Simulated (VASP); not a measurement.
# Mn (P6_3/mmc) in VASP: settings compared

Mn is run at these levels: PBE, PBEsol, BLYP+D3(BJ); tasks: single point, relaxation of cell and atoms.

Program: VASP 6.6.1. These are calculated values, not measurements. Logs are shortened: lines on timing, memory, paths and dates and some standing lists are left out, and cuts for length are marked.

## Step 1: The cell of the first run

Symmetry: P6_3/mmc, No. 194, hexagonal system. The conventional cell has a = 2.484 Å, b = 2.484 Å, c = 4.026 Å, α = 90.00°, β = 90.00°, γ = 120.00°. Mn (site symmetry -6m2) has 12 Mn at 2.47 to 2.48 Å within 3.3 Å.

## Step 2: Single point, PBE, collinear spin, ferromagnetic start

Contents of INCAR:

```
SYSTEM = Mn
  PREC = Accurate
  ENCUT = 520
  EDIFF = 1E-6
  ISMEAR = -1
  SIGMA = 0.05
  LREAL = .False.
  LASPH = .True.
  NELM = 150
  ALGO = Normal
  ISIF = 2
  LWAVE = .False.
  LCHARG = .True.
  ISPIN = 2
  MAGMOM = 4 4
  LORBIT = 11
  NUPDOWN = 8.0
  LMAXMIX = 4
  GGA = PE
  LELF = .True.
  LVHAR = .True.
  NBANDS = 24
```

Contents of KPOINTS:

```
regular mesh
0
Gamma
  12 12 7
  0 0 0
```

Contents of POSCAR:

```
Mn
1.0
    2.4836457705      0.0000000000      0.0000000000
   -1.2418228853      2.1509003313      0.0000000000
    0.0000000000      0.0000000000      4.0261950000
Mn
2
Direct
    0.3333333333      0.6666666667      0.2500000000
    0.6666666667      0.3333333333      0.7500000000
```

Potentials or basis: VASP PAW PBE potentials, release 64 (Mn_pv).

Command:

```bash
$ cat potpaw_PBE.64/Mn_pv/POTCAR > POTCAR
$ mpirun -np 1 vasp_std > vasp.out
```

OUTCAR:

```text
SYSTEM = Mn
   PREC = Accurate
   ENCUT = 520
   EDIFF = 1E-6
   ISMEAR = -1
   LREAL = .False.
   LASPH = .True.
   NELM = 150
   ISIF = 2
   ISPIN = 2
   LORBIT = 11
   NUPDOWN = 8.0
   GGA = PE

 ion  position               nearest neighbor table
   1  0.333  0.667  0.250-   2 2.47   2 2.47   2 2.47   2 2.47   2 2.47   2 2.47
   2  0.667  0.333  0.750-   1 2.47   1 2.47   1 2.47   1 2.47   1 2.47   1 2.47

  LATTYP: Found a hexagonal cell.
 ALAT       =     2.4836457705
 C/A-ratio  =     1.6210826229

  Lattice vectors:

 A1 = (   2.4836457705,   0.0000000000,   0.0000000000)
 A2 = (  -1.2418228853,   2.1509003313,   0.0000000000)
 A3 = (   0.0000000000,   0.0000000000,   4.0261950000)

Analysis of symmetry for initial positions (statically):
=====================================================================
 Subroutine PRICEL returns:
 Original cell was already a primitive cell.

 Routine SETGRP: Setting up the symmetry group for a
 hexagonal supercell.

 Subroutine GETGRP returns: Found 24 space group operations
 (whereof 12 operations were pure point group operations)
 out of a pool of 24 trial point group operations.

The static configuration has the point symmetry D_3d.
 The point group associated with its full space group is D_6h.

Analysis of symmetry for dynamics (positions and initial velocities):
=====================================================================
 Subroutine PRICEL returns:
 Original cell was already a primitive cell.

 Routine SETGRP: Setting up the symmetry group for a
 hexagonal supercell.

 Subroutine GETGRP returns: Found 24 space group operations
 (whereof 12 operations were pure point group operations)
 out of a pool of 24 trial point group operations.

The dynamic configuration has the point symmetry D_3d.
 The point group associated with its full space group is D_6h.

Analysis of structural, dynamic, and magnetic symmetry:
=====================================================================
 Subroutine PRICEL returns:
 Original cell was already a primitive cell.

 Routine SETGRP: Setting up the symmetry group for a
 hexagonal supercell.

 Subroutine GETGRP returns: Found 24 space group operations
 (whereof 12 operations were pure point group operations)
 out of a pool of 24 trial point group operations.

The overall configuration has the point symmetry D_3d.
 The point group associated with its full space group is D_6h.

 Subroutine INISYM returns: Found 24 space group operations
 (whereof 12 operations are pure point group operations),
 and found     1 'primitive' translations

----------------------------------------------------------------------------------------

                                     Primitive cell

  volume of cell :      21.5082

  direct lattice vectors                    reciprocal lattice vectors
     2.483645770  0.000000000  0.000000000     0.402633907  0.232460795  0.000000000
    -1.241822885  2.150900331  0.000000000     0.000000000  0.464921589  0.000000000
     0.000000000  0.000000000  4.026195000     0.000000000  0.000000000  0.248373464

  length of vectors
     2.483645770  2.483645771  4.026195000     0.464921589  0.464921589  0.248373464

  position of ions in fractional coordinates (direct lattice)
     0.333333333  0.666666667  0.250000000
     0.666666667  0.333333333  0.750000000

  ion indices of the primitive-cell ions
   primitive index   ion index
                 1           1
                 2           2

----------------------------------------------------------------------------------------

 KPOINTS: regular mesh

Automatic generation of k-mesh.
 Grid dimensions read from file:
 generate k-points for:   12   12    7

 Generating k-lattice:

  Cartesian coordinates                     Fractional coordinates (reciprocal lattice)
     0.033552826  0.019371733  0.000000000     0.083333333  0.000000000  0.000000000
     0.000000000  0.038743466  0.000000000     0.000000000  0.083333333  0.000000000
     0.000000000  0.000000000  0.035481923     0.000000000  0.000000000  0.142857143

  Length of vectors
     0.038743466  0.038743466  0.035481923

  Shift w.r.t. Gamma in fractional coordinates (k-lattice)
     0.000000000  0.000000000  0.000000000

 Subroutine IBZKPT returns following result:
 ===========================================

 Found     76 irreducible k-points:

 Following reciprocal coordinates:
            Coordinates               Weight
  0.000000  0.000000  0.000000      1.000000
  0.083333 -0.000000  0.000000      6.000000
  0.166667  0.000000  0.000000      6.000000
  0.250000  0.000000  0.000000      6.000000
  0.333333  0.000000  0.000000      6.000000
  0.416667  0.000000  0.000000      6.000000
[... 16 lines left out ...]
  0.250000  0.000000  0.142857     12.000000
  0.333333  0.000000  0.142857     12.000000
 [... further k-points ...]
   k-points           NKPTS =     76   k-points in BZ     NKDIM =     76   number of bands    NBANDS=     24
   number of dos      NEDOS =    301   number of ions     NIONS =      2
   total plane-waves  NPLWV =   9720
   dimension x,y,z NGX =    18 NGY =   18 NGZ =   30
   dimension x,y,z NGXF=    36 NGYF=   36 NGZF=   60
   ions per type =               2
   NGX,Y,Z   is equivalent  to a cutoff of  12.05, 12.05, 12.39 a.u.
   NGXF,Y,Z  is equivalent  to a cutoff of  24.10, 24.10, 24.77 a.u.
 SYSTEM =  Mn
   PREC   = accura    normal or accurate (medium, high low for compatibility)
   ISTART =      0    job   : 0-new  1-cont  2-samecut
   ICHARG =      2    charge: 1-file 2-atom 10-const
   ISPIN  =      2    spin polarized calculation?
   LNONCOLLINEAR =      F non collinear calculations
   LSORBIT =      F    spin-orbit coupling
   LASPH  =      T    aspherical Exc in radial PAW
   ENCUT  =  520.0 eV  38.22 Ry    6.18 a.u.   4.62  4.62  7.49*2*pi/ulx,y,z
   NELM   =    150;   NELMIN=  2; NELMDL= -5     # of ELM steps
   EDIFF  = 0.1E-05   stopping-criterion for ELM
   LREAL  =      F    real-space projection
   EDIFFG = 0.1E-04   stopping-criterion for IOM
   NSW    =      0    number of steps for IOM
   IBRION =     -1    ionic relax: 0-MD 1-quasi-New 2-CG
   NFREE  =      0    steps in history (QN), initial steepest desc. (CG)
   ISIF   =      2    stress and relaxation
   ISYM   =      2    0-nonsym 1-usesym 2-fastsym
   POTIM  = 0.5000    time-step for ionic-motion
   TEBEG  =    0.0;   TEEND  =   0.0 temperature during run
   PSTRESS=    0.0 pullay stress
   NELECT =      26.0000    total number of electrons
   NUPDOWN=       8.0000    fix difference up-down
   EMIN   =  10.00;   EMAX   =-10.00  energy-range for DOS
   EFERMI =   0.00;   METHOD = LEGACY
   ISMEAR =    -1;   SIGMA  =   0.05  broadening in eV -4-tet -1-fermi 0-gaus
   EFERMI_NEDOS =   21; number of points for ismear=-14 and -15
   IALGO  =     38    algorithm
   IMIX   =      4    mixing-type and parameters
     AMIX     =   0.40;   BMIX     =  1.00
     AMIX_MAG =   1.60;   BMIX_MAG =  1.00
  volume/ion in A,a.u.               =      10.75        72.57
  Fermi-wavevector in a.u.,A,eV,Ry     =   1.743938  3.295565 41.379665  3.041320
  Thomas-Fermi vector in A             =   2.815914
   LORBIT       =     11    0 simple, 1 ext, 2 COOP (PROOUT), +10 PAW based schemes
   GGA     = PE    functional components
   LHFCALC =     F    Hartree Fock is set to
   AEXX    =    0.0000 exact exchange contribution
   IVDW    =     0    specifies the selected vdW correction
   LEPSILON=     F    determine dielectric tensor
   LRPA    =     F    only Hartree local field effects (RPA)
 spin polarized calculation
  energy-cutoff  :      520.00
  volume of cell :       21.51
 maximum number of plane-waves:       590
   NGX =  9   NGY =  9   NGZ = 15

 number of electron      26.0000029 magnetization       8.0000010

 Free energy of the ion-electron system (eV)
  ---------------------------------------------------
  ext. energy  EPLUGINS =         0.00000000
  ---------------------------------------------------
  free energy    TOTEN  =       -14.25127991 eV

  energy without entropy =      -14.23393582  energy(sigma->0) =      -14.24260786

 E-fermi :  10.2242     XC(G=0): -13.8241

 val. band max:       13.3434501542   @ k =   0.3333   0.1667   0.0000
 cond. band min:      10.2471881177   @ k =   0.2500   0.0833   0.4286
 fundamental gap:     -3.0962620365
 Fermi energy:        13.3816059880

 spin component 1

 k-point     1 :       0.0000    0.0000    0.0000
  band No.  band energies     occupation
      1     -38.3129      1.00000
      2     -37.6466      1.00000
      3     -37.6466      1.00000
      4     -37.5401      1.00000
      5     -37.5401      1.00000
      6     -37.5200      1.00000
[... 16 lines left out ...]
     23      36.0694      0.00000
     24      36.0694      0.00000
[... 598 lines left out ...]
      2     -38.0198      1.00000
      3     -37.9680      1.00000
      4     -37.7701      1.00000
      5     -37.6306      1.00000
      6     -37.6206      1.00000
[... 16 lines left out ...]
     23      30.3554      0.00000
     24      32.5682      0.00000

 [... further k-points ...]

 spin component 2

 k-point     1 :       0.0000    0.0000    0.0000
  band No.  band energies     occupation
      1     -34.4961      1.00000
      2     -33.7571      1.00000
      3     -33.7571      1.00000
      4     -33.6431      1.00000
      5     -33.6431      1.00000
      6     -33.6235      1.00000
[... 16 lines left out ...]
     23      38.2416      0.00000
     24      38.2416      0.00000
[... 598 lines left out ...]
      2     -34.1718      1.00000
      3     -34.1117      1.00000
      4     -33.8922      1.00000
      5     -33.7429      1.00000
      6     -33.7294      1.00000
[... 16 lines left out ...]
     23      32.0895      0.00000
     24      34.2263      0.00000

 [... further k-points ...]
[... 5 lines left out ...]
  --------------------------------------------------------------------------------------
  -------------------------------------------------------------------------------------
  Total       13.8004529     13.8004529     13.8979317     -0.0000000     -0.0000000      0.0000000
  in kB     1028.0143446   1028.0143447   1035.2756734     -0.0000000     -0.0000000      0.0000000
  external PRESSURE =    1030.4347876 kB  Pullay stress =       0.0000000 kB

 VOLUME and BASIS-vectors are now :
 -----------------------------------------------------------------------------
  energy-cutoff  :      520.00
  volume of cell :       21.51
      direct lattice vectors                 reciprocal lattice vectors
     2.483645770  0.000000000  0.000000000     0.402633907  0.232460795  0.000000000
    -1.241822885  2.150900331  0.000000000     0.000000000  0.464921589  0.000000000
     0.000000000  0.000000000  4.026195000     0.000000000  0.000000000  0.248373464

 POSITION                                       TOTAL-FORCE (eV/Angst)
 -----------------------------------------------------------------------------------
     -0.00000      1.43393      1.00655         0.000000      0.000000      0.000000
      1.24182      0.71697      3.01965        -0.000000     -0.000000      0.000000
 -----------------------------------------------------------------------------------
    total drift:                               -0.000000      0.000000     -0.000000

  FREE ENERGIE OF THE ION-ELECTRON SYSTEM (eV)
  ---------------------------------------------------
  free  energy   TOTEN  =       -14.2512799054 eV

  energy  without entropy=      -14.2339358205  energy(sigma->0) =      -14.24260786

 total charge

# of ion       s       p       d       tot
------------------------------------------
    1        0.453   6.405   5.180  12.038
    2        0.453   6.405   5.180  12.038
--------------------------------------------------
tot          0.906  12.809  10.360  24.075

 magnetization (x)

# of ion       s       p       d       tot
------------------------------------------
    1        0.014   0.148   3.623   3.785
    2        0.014   0.148   3.623   3.785
--------------------------------------------------
tot          0.029   0.295   7.245   7.570
```

Wall time 34 s (1 thread of AMD EPYC 9R14 (Zen 4), shared host); peak memory 0.14 GiB.

What came out:

| Quantity | Value |
| --- | --- |
| Free energy | -14.2513 eV |
| Pressure | 103.0 GPa |
| Net moment | 8.00 μB per cell |
| Site moments | Mn +3.79 μB |
| Valence electrons inside the program's atomic spheres | Mn 12.04 |

Caveat: the total moment is fixed, so each spin has its own Fermi level.

## Step 3: Single point, PBE, collinear spin, ferromagnetic start

Contents of INCAR:

```
ALGO = Normal ; EDIFF = 1E-6
ENCUT = 520 ; GGA = PE
ISIF = 2 ; ISMEAR = -1
ISPIN = 2 ; LASPH = True
LCHARG = True ; LELF = True
LMAXMIX = 4 ; LORBIT = 11
LREAL = False ; LVHAR = True
LWAVE = False ; MAGMOM = 4.8 4.8
NBANDS = 24 ; NELM = 150
NUPDOWN = 9.6 ; PREC = Accurate
SIGMA = 0.05
```

Contents of KPOINTS:

```
k-points
0
Gamma
  12 12 7
```

POSCAR is that of step 2.

Potentials or basis: VASP PAW PBE potentials, release 64 (Mn_pv).

Command:

```bash
$ cat potpaw_PBE.64/Mn_pv/POTCAR > POTCAR
$ mpirun -np 1 vasp_std > vasp.out
```

Run time: 36 s. Hardware: 1 thread of AMD EPYC 9R14 (Zen 4), shared host; peak memory 0.14 GiB.

The run converged. Its results:

| Item | Value |
| --- | --- |
| Free energy | -10.4558 eV |
| Pressure | 157.6 GPa |
| Net moment | 9.60 μB per cell |
| Site moments | Mn +4.45 μB |
| Valence electrons inside the program's atomic spheres | Mn 12.04 |

Stress tensor (GPa, compression positive):
```
156.12   0.00   0.00
  0.00 156.12   0.00
  0.00   0.00 160.43
```

Caveat: the total moment is fixed, so each spin has its own Fermi level.

## Step 4: Single point, PBEsol, collinear spin, ferromagnetic start

Contents of INCAR:

```
PREC = Accurate ; ENCUT = 600
EDIFF = 1E-6 ; ISMEAR = -1
SIGMA = 0.05 ; LREAL = False
LASPH = True ; NELM = 200
ALGO = Normal ; ISIF = 2
LWAVE = False ; LCHARG = False
ISPIN = 2 ; MAGMOM = 5 5
LORBIT = 11 ; NUPDOWN = 10.0
LMAXMIX = 4 ; GGA = PS
NBANDS = 26 ; GGA_COMPAT = False
```

Contents of KPOINTS:

```
regular mesh
0
Gamma
  10 10 6
```

POSCAR is that of step 3.

Potentials or basis: VASP PAW PBE potentials, release 64 (Mn_sv).

Command:

```bash
$ cat potpaw_PBE.64/Mn_sv/POTCAR > POTCAR
$ mpirun -np 1 vasp_std > vasp.out
```

Wall time 30 s (1 thread of Intel Xeon 6975P-C (Granite Rapids), shared host); peak memory 0.18 GiB.

The run converged. Its results:

| Property | Result |
| --- | --- |
| Free energy | -10.5639 eV |
| Pressure | 161.5 GPa |
| Net moment | 10.00 μB per cell |
| Site moments | Mn +4.16 μB |
| Valence electrons inside the program's atomic spheres | Mn 13.11 |

Stress tensor (GPa, compression positive):
```
162.13   0.00   0.00
  0.00 162.13   0.00
  0.00   0.00 160.20
```

Caveat: the PAW data sets were made with another functional, which shifts forces and pressure a little; the total moment is fixed, so each spin has its own Fermi level.

(Part 1 of 2 ends here.)
